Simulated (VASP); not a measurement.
A run of VASP 6.6.1 is set up as follows.

File INCAR:

```
PREC = Accurate
ENCUT = 520
EDIFF = 1E-8
ISMEAR = 0
SIGMA = 0.01
LREAL = F
LASPH = T
NELM = 60
ALGO = Normal
ISIF = 2
LWAVE = F
LCHARG = F
GGA = PE
IBRION = 8
NSW = 1
LEPSILON = T
```

The input KPOINTS:

```
Automatic mesh
0
Gamma
  8 8 8
```

The input POSCAR:

```
NaI
1.0
    0.0000000000      3.2646422433      3.2646422433
    3.2646422433      0.0000000000      3.2646422433
    3.2646422433      3.2646422433      0.0000000000
Na I
1 1
Direct
    0.5000000000      0.5000000000      0.5000000000
    0.0000000000      0.0000000000      0.0000000000
```

Potentials or basis: VASP PAW PBE potentials, release 64 (Na_pv, I).

Launch:

```console
$ cat potpaw_PBE.64/Na_pv/POTCAR potpaw_PBE.64/I/POTCAR > POTCAR
$ mpirun -np 1 vasp_std > vasp.out
```

(1) What does it give for the electronic dielectric tensor (diagonal)?

(2) Predict the Born charges (mean of the diagonal).

(3) What does it give for the highest phonon frequency at Γ, LO-TO splitting left out?

## Answers

(1) 3.33.

(2) Na +1.21; I -1.21 e.

(3) 102 cm⁻¹.
